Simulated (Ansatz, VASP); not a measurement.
## TiC in VASP and in Ansatz

```
CELL_PARAMETERS angstrom
0.00000 2.13154 2.22892
2.13154 0.00000 2.22892
2.13154 2.13154 0.00000
ATOMIC_POSITIONS crystal
Ti 0.00000 0.00000 0.00000
C 0.50000 0.50000 0.50000
```

Change from the starting cell: strain -0.015 along x and y, +0.030 along z, atoms carried along.

Alike in both runs: task single point; functional PBE; k mesh 18 × 18 × 18; occupations gaussian, width 0.15 eV; no spin polarisation.

|  | VASP | Ansatz |
| --- | --- | --- |
| version | VASP 6.6.1 | Ansatz 0.2.0 |
| potentials or method | VASP PAW PBE potentials, release 64 (Ti_sv, C), cutoff 520 eV | scalar-relativistic, plane waves, PAW |
| valence electrons in the cell | 16 | 16 |

VASP gave:

```
gap on the k mesh at the Fermi level (eV)                     : none
pressure (GPa)                                                : 2.2
traceless stress, the component that is largest in VASP (GPa) : -11.13
```

Question: Which values does Ansatz return?

Answer: gap on the k mesh at the Fermi level (eV): none; pressure (GPa): 2.0; traceless stress, the component that is largest in VASP (GPa): -11.03.

A gap of «none» marks a metal or a gap that the smearing closes.
